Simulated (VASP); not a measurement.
Set up this calculation in VASP 6.6.1, as the native input.

- Task: single point
- Functional: PBEsol
- Potentials or basis: VASP PAW PBE potentials, release 64 (Si, C)
- Cutoff: 520 eV
- k mesh: 17 × 17 × 17
- Occupations: fermi-dirac, width 0.08 eV
- Spin: no spin polarisation
- Dipole correction: no
- Further INCAR settings: ALGO = Normal; EDIFF = 1e-07; NBANDS = 11

The structure of SiC (rocksalt type) lies in POSCAR:

```
SiC
1.0
    0.0000000000      1.9328617826      1.9328617826
    1.9328617826      0.0000000000      1.9328617826
    1.9328617826      1.9328617826      0.0000000000
Si C
1 1
Direct
    0.0000000000      0.0000000000      0.0000000000
    0.5000000000      0.5000000000      0.5000000000
```

This cell differs from its parent crystal: volume scaled by 0.88, level accurate.

The input as run:

INCAR

```
ALGO     = Normal         # electronic algorithm
EDIFF    = 1E-7           # SCF threshold, eV
ENCUT    = 520            # plane-wave cutoff, eV
GGA      = PS             # functional
ISIF     = 2              # what is computed and relaxed
ISMEAR   = -1             # smearing method
LASPH    = T              # aspherical terms in the spheres
LCHARG   = F              # write CHGCAR
LREAL    = F              # projectors in reciprocal space
LWAVE    = F              # write WAVECAR
NBANDS   = 11             # bands
NELM     = 60             # most SCF steps
PREC     = Accurate       # precision mode
SIGMA    = 0.08           # smearing width, eV
```

KPOINTS

```
k-points
0
Gamma
  17 17 17
```

Potentials or basis: VASP PAW PBE potentials, release 64 (Si, C).

Run with:

```console
$ cat potpaw_PBE.64/Si/POTCAR potpaw_PBE.64/C/POTCAR > POTCAR
$ mpirun -np 1 vasp_std > vasp.out
```

It gave:

- Pressure: 44.6 GPa

Caveat: the PAW data sets were made with another functional, which shifts forces and pressure a little.

It took 36 s on 1 thread of Intel Xeon 8259CL, with other jobs on the host, peak memory 0.14 GiB.
